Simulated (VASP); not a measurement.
A run of VASP 6.6.1 is set up as follows.

INCAR

```
SYSTEM = As
ALGO     = Normal         ! electronic algorithm
EDIFF    = 1E-6           ! SCF threshold, eV
ENCUT    = 520            ! plane-wave cutoff, eV
GGA      = CA             ! functional
ISIF     = 2              ! what is computed and relaxed
ISMEAR   = -1             ! smearing method
LASPH    = .True.         ! aspherical terms in the spheres
LCHARG   = .False.        ! write CHGCAR
LREAL    = .False.        ! projectors in reciprocal space
LWAVE    = .False.        ! write WAVECAR
NBANDS   = 8              ! bands
NELM     = 60             ! most SCF steps
PREC     = Accurate       ! precision mode
SIGMA    = 0.1            ! smearing width, eV
```

Contents of KPOINTS:

```
k-points
0
Gamma
  17 17 17
  0 0 0
```

POSCAR

```
As
1.0
    0.0000000000      1.7590920796      1.7590920796
    1.7590920796      0.0000000000      1.7590920796
    1.7590920796      1.7590920796      0.0000000000
As
1
Direct
    0.0000000000      0.0000000000      0.0000000000
```

Potentials or basis: VASP PAW LDA potentials, release 64 (As).

Command:

```console
$ cat potpaw_LDA.64/As/POTCAR > POTCAR
$ mpirun -np 1 vasp_std > vasp.out
```

Q: Estimate the pressure.

A: 147.0 GPa.
